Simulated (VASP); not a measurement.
Write the native input for VASP 6.6.1 that does the following.

| Item | Value |
| --- | --- |
| Task | single point |
| Functional | LDA |
| Potentials or basis | VASP PAW LDA potentials, release 64 (In_d) |
| Cutoff | 520 eV |
| k mesh | 4 × 4 × 5 |
| Occupations | fermi-dirac, width 0.1 eV |
| Spin | no spin polarisation |
| Dipole correction | no |
| Further INCAR settings | ALGO = Normal; EDIFF = 1e-07; NBANDS = 12 |

The structure of In lies in POSCAR:

```
In
1.0
   -1.6019898026      1.6281983263      2.4755659685
    1.6281983263     -1.6019898026      2.4755659685
    1.5260503434      1.5260503434     -2.4583443292
In
1
Direct
    0.0000000000      0.0000000000      0.0000000000
```

These files were run (other wordings do the same):

INCAR

```
SYSTEM = In
ALGO = Normal
EDIFF = 1E-7
ENCUT = 520
GGA = CA
ISIF = 2
ISMEAR = -1
LASPH = .TRUE.
LCHARG = .FALSE.
LREAL = .FALSE.
LWAVE = .FALSE.
NBANDS = 12
NELM = 80
PREC = Accurate
SIGMA = 0.1
```

KPOINTS

```
k-points
0
G
  4 4 5
  0 0 0
```

Potentials or basis: VASP PAW LDA potentials, release 64 (In_d).

The run is started by

```console
$ cat potpaw_LDA.64/In_d/POTCAR > POTCAR
$ mpirun -np 1 vasp_std > vasp.out
```

It gave:

The pressure is -0.2 GPa.

Caveat: the k points lie up to 0.59 Å⁻¹ apart.

Run time: 7.8 s on 1 thread of Intel(R) Xeon(R) Platinum 8259CL CPU @ 2.50GHz (Skylake/Cascade Lake), on a shared host, peak memory 0.13 GiB.
